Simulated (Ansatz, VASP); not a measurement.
## Two plane-wave programs on B3C2

```
B C
1.0
     3.95825    0.00000    0.00000
    -1.97913    3.42795    0.00000
     0.00000    0.00000    5.09043
B C
6 4
Direct
  0.71219 0.65379 0.25000
  0.65379 0.94160 0.75000
  0.94160 0.28781 0.25000
  0.05840 0.71219 0.75000
  0.28781 0.34621 0.75000
  0.34621 0.05840 0.25000
  0.66667 0.33333 0.75000
  0.33333 0.66667 0.25000
  0.00000 0.00000 0.50000
  0.00000 0.00000 0.00000
```

Change from the starting cell: species swapped into the Er3Ru2 type (P6_3/m, No. 176).

Alike in both runs: task single point; functional PBE; k mesh 6 × 6 × 4; occupations gaussian, width 0.1 eV; collinear spin.

```csv
,VASP,Ansatz
version,VASP 6.6.1,Ansatz 0.2.0
potentials or method,"VASP PAW PBE potentials, release 64 (B, C), cutoff 520 eV","scalar-relativistic, plane waves, PAW"
valence electrons in the cell,34,34
```

```tsv
	VASP	Ansatz	Ansatz less VASP
gap on the k mesh at the Fermi level (eV)	none	none	-
pressure (GPa)	0.0	-0.2	-0.16
traceless stress, the component that is largest in VASP (GPa)	-0.06	0.05	+0.105
rms of the force components (eV/Å)	0.008	0.005	-0.0034
net moment per atom (μB)	0.00	0.00	0.000
```

Atom by atom the forces differ by 0.010 eV/Å (rms over components). A gap of «none» marks a metal or a gap that the smearing closes. Ansatz's warnings: seeded moment not kept.
